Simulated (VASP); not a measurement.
A run of VASP 6.6.1 is set up as follows.

File INCAR:

```
SYSTEM = Bi2Se3
PREC     = Accurate       ! precision mode
ENCUT    = 520            ! plane-wave cutoff, eV
EDIFF    = 1E-8           ! SCF threshold, eV
ISMEAR   = -1             ! smearing method
SIGMA    = 0.03           ! smearing width, eV
LREAL    = .FALSE.        ! projectors in reciprocal space
LASPH    = .TRUE.         ! aspherical terms in the spheres
NELM     = 60             ! most SCF steps
ALGO     = Normal         ! electronic algorithm
ISIF     = 2              ! what is computed and relaxed
LWAVE    = .FALSE.        ! write WAVECAR
LCHARG   = .FALSE.        ! write CHGCAR
GGA      = PE             ! functional
LEFG     = .TRUE.       
NBANDS   = 32             ! bands
```

File KPOINTS:

```
Automatic mesh
0
G
  6 6 6
  0 0 0
```

The input POSCAR:

```
Bi2Se3
1.0
    2.0714992968      1.1959806766      9.5453300000
   -2.0714992968      1.1959806766      9.5453300000
    0.0000000000     -2.3919613533      9.5453300000
Bi Se
2 3
Direct
    0.4008000000      0.4008000000      0.4008000000
    0.5992000000      0.5992000000      0.5992000000
    0.0000000000      0.0000000000      0.0000000000
    0.2117000000      0.2117000000      0.2117000000
    0.7883000000      0.7883000000      0.7883000000
```

Potentials or basis: VASP PAW PBE potentials, release 64 (Bi_d, Se).

Launch:

```sh
$ cat potpaw_PBE.64/Bi_d/POTCAR potpaw_PBE.64/Se/POTCAR > POTCAR
$ mpirun -np 1 vasp_std > vasp.out
```

Question: Estimate the band gap on the k mesh.

Answer: 0.22 eV.

Question: What does it give for the largest force?

Answer: 0.191 eV/Å.

Question: Predict the pressure.

Answer: 2.5 GPa.

Forces in eV/Å, atoms in the order of the input:
```
Bi   0.000  0.000 -0.191
Bi   0.000  0.000  0.191
Se   0.000  0.000  0.000
Se   0.000  0.000 -0.189
Se   0.000  0.000  0.189
```

Caveat: without QUAD_EFG the Cq values of the log hold for a quadrupole moment of 1 mb, not for the nuclei; spin-orbit coupling is left out, which moves the levels of the heavy elements. A k mesh can miss the band edges.
